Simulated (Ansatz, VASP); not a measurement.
## One calculation of Al, two programs

INCAR

```
PREC     = Accurate       # precision mode
ENCUT    = 520            # plane-wave cutoff, eV
EDIFF    = 1E-7           # SCF threshold, eV
ISMEAR   = 0              # smearing method
SIGMA    = 0.15           # smearing width, eV
LREAL    = F              # projectors in reciprocal space
LASPH    = T              # aspherical terms in the spheres
NELM     = 80             # most SCF steps
ALGO     = Normal         # electronic algorithm
ISIF     = 2              # what is computed and relaxed
LWAVE    = F              # write WAVECAR
LCHARG   = T              # write CHGCAR
GGA      = PS             # functional
LELF     = T              # ELF
LVHAR    = T            
NBANDS   = 10             # bands
```

Contents of KPOINTS:

```
Automatic mesh
0
Gamma
  18 18 10
```

POSCAR

```
Al
1.0
    2.6901000000      0.0000000000      0.0000000000
   -1.3450500000      2.3296949387      0.0000000000
    0.0000000000      0.0000000000      4.4899000000
Al
2
Direct
    0.6666666667      0.3333333333      0.7500000000
    0.3333333333      0.6666666667      0.2500000000
```

Input for Ansatz:

```yaml
crystal:
  lattice:
    - [2.6901, 0.0, 0.0]
    - [-1.34505, 2.3296949387, 0.0]
    - [0.0, 0.0, 4.4899]
  atoms:
    - { symbol: Al, position: [0.6666666667, 0.3333333333, 0.75] }
    - { symbol: Al, position: [0.3333333333, 0.6666666667, 0.25] }
basis:
  ecutwfc: 420
kpoints:
  mp_grid: { grid: [18, 18, 10] }
hamiltonian:
  xc: pbesol
  pseudopotentials: { kind: paw, azcp: { folder: soft_1 } }
scf:
  occupations: { method: gaussian, width: 0.15 }
output:
  forces: true
  stress: true
  eigenvalues: true
```

Alike in both runs: task single point; functional PBEsol; k mesh 18 × 18 × 10; occupations gaussian, width 0.15 eV; no spin polarisation.

|  | VASP | Ansatz |
| --- | --- | --- |
| version | VASP 6.6.1 | Ansatz 0.2.0 |
| potentials or method | VASP PAW PBE potentials, release 64 (Al), cutoff 520 eV | scalar-relativistic, plane waves, PAW |
| valence electrons in the cell | 6 | 6 |

|  | VASP | Ansatz | Ansatz less VASP |
| --- | --- | --- | --- |
| gap on the k mesh at the Fermi level (eV) | none | none | - |
| pressure (GPa) | 16.3 | 16.1 | -0.16 |
| traceless stress, the component that is largest in VASP (GPa) | -0.82 | -0.80 | +0.016 |

VASP's potentials were made for PBE, not for PBEsol, and Ansatz warns of the same on its side. A gap of «none» marks a metal or a gap that the smearing closes.
